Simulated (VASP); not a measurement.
TiO2, 6 atoms in the cell. It takes space group P4_2/nmc (No. 137, tetragonal). The conventional cell has a = 3.464 Å, b = 3.464 Å, c = 5.039 Å, α = 90.00°, β = 90.00°, γ = 90.00°. Ti (site symmetry -4m2) has 8 O at 1.99 to 2.31 Å within 2.6 Å. Within 2.6 Å of O (site symmetry 2mm) lie 4 Ti at 1.99 to 2.31 Å and 6 O at 2.51 to 2.52 Å. 

| Property | Result |
| --- | --- |
| Program | VASP 6.6.1 |
| Task | relaxation of cell and atoms |
| Functional | r2SCAN |
| Potentials or basis | VASP PAW PBE potentials, release 64 (Ti_sv, O) |
| Cutoff | 600 eV |
| k mesh | 6 × 6 × 4 |
| Occupations | gaussian, width 0.1 eV |
| Spin | no spin polarisation |
| Dipole correction | no |
| Further INCAR settings | ALGO = Normal; EDIFF = 1e-06; IBRION = 2; EDIFFG = -0.05; NSW = 80; ISIF = 3 |

Potentials or basis: VASP PAW PBE potentials, release 64 (Ti_sv, O).

The run is started by

```console
$ cat potpaw_PBE.64/Ti_sv/POTCAR potpaw_PBE.64/O/POTCAR > POTCAR
$ cp INCAR.step1 INCAR
$ mpirun -np 1 vasp_std > vasp.out
$ cp INCAR.step2 INCAR
$ mpirun -np 1 vasp_std > vasp.out
```

Hardware: 1 thread of Intel(R) Xeon(R) 6975P-C (Granite Rapids), on a shared host.

Q: How long does it take, and how much memory?

A: It took 13 min on 1 thread of Intel(R) Xeon(R) 6975P-C (Granite Rapids), on a shared host, peak memory 0.22 GiB. Counts: k points 30, ion steps 10.
